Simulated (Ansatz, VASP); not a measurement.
**One calculation of Au, two programs**

```
Au
1.0
     2.90000    0.00000    0.00000
    -1.45000    2.51147    0.00000
     0.00000    0.00000    4.88000
Au
2
Direct
  0.33333 0.66667 0.75000
  0.66667 0.33333 0.25000
```

Alike in both runs: task electric field gradients; functional r2SCAN; k mesh 18 × 18 × 10; occupations fermi-dirac, width 0.05 eV; no spin polarisation.

|  | VASP | Ansatz |
| --- | --- | --- |
| version | VASP 6.6.1 | Ansatz 0.2.0 |
| potentials or method | VASP PAW PBE potentials, release 64 (Au) | plane-wave PAW, scalar-relativistic |
| plane-wave cutoff (eV) | 520 | 500 |
| valence electrons in the cell | 22 | 38 |

```tsv
	VASP	Ansatz	Ansatz less VASP
pressure (GPa)	-1.2	-1.5	-0.24
traceless stress, the component that is largest in VASP (GPa)	0.07	0.10	+0.032
size of Vzz on the site where it differs most (V/Å²)	22.1	12.1	-9.97
```

VASP's potentials were made for PBE, not for r2SCAN. VASP's potentials hold 22 valence electrons a cell and Ansatz's 38, so a difference there can come from the potentials and not from the codes.

Spin-orbit coupling is off throughout.
